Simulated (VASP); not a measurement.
BN, 4 atoms in the cell. Symmetry: P-4m2, No. 115, tetragonal system. The conventional cell has a = 2.564 Å, b = 2.564 Å, c = 3.626 Å, α = 90.00°, β = 90.00°, γ = 90.00°. B (site symmetry 2mm) has 4 N at 1.54 to 1.61 Å within 2.0 Å. N (site symmetry -4m2) has 4 B at 1.61 Å within 2.1 Å. N (site symmetry -4m2) has 4 B at 1.54 Å within 2.0 Å.  This cell differs from its parent crystal: atoms displaced along a vibrational mode.

```yaml
Program: VASP 6.6.1
Task: single point
Functional: r2SCAN
Potentials_or_basis: VASP PAW PBE potentials, release 64 (B_h, N_h)
Cutoff: 1460 eV
k_mesh: 10 × 10 × 6
Occupations: gaussian, width 0.05 eV
Spin: no spin polarisation
Dipole_correction: no
Further_INCAR_settings: ALGO = Normal; EDIFF = 1e-06; NBANDS = 16
```

Potentials or basis: VASP PAW PBE potentials, release 64 (B_h, N_h).

The run is started by

```console
$ cat potpaw_PBE.64/B_h/POTCAR potpaw_PBE.64/N_h/POTCAR > POTCAR
$ cp INCAR.step1 INCAR
$ mpirun -np 1 vasp_std > vasp.out
$ cp INCAR.step2 INCAR
$ mpirun -np 1 vasp_std > vasp.out
```

Hardware: 1 thread of Intel(R) Xeon(R) Platinum 8488C (Sapphire Rapids), with other jobs on the host.

Q: How long does it take, and how much memory?

A: It took 3.3 min on 1 thread of Intel(R) Xeon(R) Platinum 8488C (Sapphire Rapids), with other jobs on the host, peak memory 0.3 GiB. Counts: k points 84.
